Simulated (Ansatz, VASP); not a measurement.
KHfAs: VASP beside Ansatz

File INCAR:

```
ALGO     = Fast           # electronic algorithm
EDIFF    = 1E-6           # SCF threshold, eV
ENCUT    = 520            # plane-wave cutoff, eV
GGA      = PE             # functional
ISIF     = 2              # what is computed and relaxed
ISMEAR   = 0              # smearing method
LASPH    = T              # aspherical terms in the spheres
LCHARG   = F              # write CHGCAR
LREAL    = F              # projectors in reciprocal space
LWAVE    = F              # write WAVECAR
NBANDS   = 33             # bands
NELM     = 80             # most SCF steps
PREC     = Accurate       # precision mode
SIGMA    = 0.1            # smearing width, eV
```

KPOINTS

```
k-points
0
Gamma
  12 12 4
```

The input POSCAR:

```
KHfAs
1.0
    4.5090425937      0.0000000000      0.0000000000
   -2.2545212969      3.9049454329      0.0000000000
    0.0000000000      0.0000000000     12.1867569290
K Hf As
2 2 2
Direct
    0.0000000000      0.0000000000      0.0000000000
    0.0000000000      0.0000000000      0.5000000000
    0.3333333333      0.6666666667      0.7500000000
    0.6666666667      0.3333333333      0.2500000000
    0.3333333333      0.6666666667      0.2500000000
    0.6666666667      0.3333333333      0.7500000000
```

Input for Ansatz:

```yaml
crystal:
  lattice:
    - [4.5090425937, 0.0, 0.0]
    - [-2.2545212969, 3.9049454329, 0.0]
    - [0.0, 0.0, 12.186756929]
  atoms:
    - { symbol: K, position: [0.0, 0.0, 0.0] }
    - { symbol: K, position: [0.0, 0.0, 0.5] }
    - { symbol: Hf, position: [0.3333333333, 0.6666666667, 0.75] }
    - { symbol: Hf, position: [0.6666666667, 0.3333333333, 0.25] }
    - { symbol: As, position: [0.3333333333, 0.6666666667, 0.25] }
    - { symbol: As, position: [0.6666666667, 0.3333333333, 0.75] }
basis:
  ecutwfc: 420
kpoints:
  mp_grid: { grid: [12, 12, 4] }
  band_path:
    path:
      - [[0.0, 0.0, 0.0], [0.5, 0.0, 0.0], [0.33333333, 0.33333333, 0.0], [0.0, 0.0, 0.0], [0.0, 0.0, 0.5], [0.5, 0.0, 0.5], [0.33333333, 0.33333333, 0.5], [0.0, 0.0, 0.5]]
      - [[0.5, 0.0, 0.5], [0.5, 0.0, 0.0]]
      - [[0.33333333, 0.33333333, 0.5], [0.33333333, 0.33333333, 0.0]]
    npoints: 14
hamiltonian:
  xc: pbe
scf:
  occupations: { method: gaussian, width: 0.1 }
  n_extra_bands: 15
output:
  forces: true
  stress: true
  eigenvalues: true
  populations: true
  dos: { projected: true, de: 0.02, nscf_kmesh: { grid: [15, 15, 5] } }
  bader: true
  write_density: true
  write_potential: true
  elf: true
  volumetric_format: npy
```

Alike in both runs: task single point; functional PBE; k mesh 12 × 12 × 4; occupations gaussian, width 0.1 eV; no spin polarisation.

```csv
,VASP,Ansatz
version,VASP 6.6.1,Ansatz 0.2.0
potentials or method,"VASP PAW PBE potentials, release 64 (K_sv, Hf_pv, As), cutoff 520 eV","scalar-relativistic, plane waves, PAW"
valence electrons in the cell,48,100
```

```tsv
	VASP	Ansatz	Ansatz less VASP
gap on the k mesh at the Fermi level (eV)	none	none	-
pressure (GPa)	0.0	0.0	+0.04
```

A gap of «none» marks a metal or a gap that the smearing closes. The functional is the same, so the differences come from potentials, cutoffs and numerics. VASP's potentials hold 48 valence electrons a cell and Ansatz's 100, so a difference there can come from the potentials and not from the codes.

Spin-orbit coupling is off throughout.
